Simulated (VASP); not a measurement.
**Be: single point with PBE**

The system is Be.

```
Be
1.0
     4.84457    0.00000    0.00000
    -2.42228    4.19552    0.00000
     0.00000    0.00000    2.65658
Be
3
Direct
  0.00000 0.67994 0.00000
  0.32006 0.32006 0.00000
  0.67994 0.00000 0.00000
```

This cell differs from its parent crystal: Sr replaced by Be, lengths x 0.695, strained.

```json
{
  "Program": "VASP 6.6.1",
  "Task": "single point",
  "Functional": "PBE",
  "Potentials or basis": "VASP PAW PBE potentials, release 64 (Be)",
  "Cutoff": "520 eV",
  "k mesh": "6 × 6 × 6",
  "Occupations": "gaussian, width 0.1 eV",
  "Spin": "no spin polarisation"
}
```

```
Pressure               : -18.7 GPa
Largest force          : 0.077 eV/Å
Band gap on the k mesh : zero (bands 3 and 4 overlap by 3.36 eV)
```

Forces on the atoms (eV/Å):
```
Be  -0.039  0.067  0.000
Be  -0.039 -0.067  0.000
Be   0.077  0.000  0.000
```

Stress tensor (GPa, compression positive):
```
-22.56   0.00   0.00
  0.00 -22.56   0.00
  0.00   0.00 -10.98
```

Levels at points of the mesh, in eV from the Fermi level:
```csv
k point,band 1,band 2,band 3,band 4,band 5,band 6,band 7,band 8
"(0.00, 0.00, 0.00)",-6.99,-0.42,-0.08,-0.08,0.28,0.83,0.83,8.54
"(0.50, 0.00, 0.00)",-5.30,-5.08,-2.09,-0.98,4.77,5.12,5.52,5.85
"(0.00, 0.00, 0.50)",-2.62,-2.38,2.38,2.38,2.56,2.95,2.95,3.38
"(0.50, 0.00, 0.50)",-1.02,-0.88,-0.80,-0.60,1.02,1.56,4.12,6.32
```

It took 22 s on 1 thread of Oxide Virtual Turin-like Processor (shared host), peak memory 0.12 GiB.

Caveat: the k points lie up to 0.39 Å⁻¹ apart, too coarse for converged energies and pressures of a metal; the cell differs from its parent crystal (Sr replaced by Be, lengths x 0.695, strained).
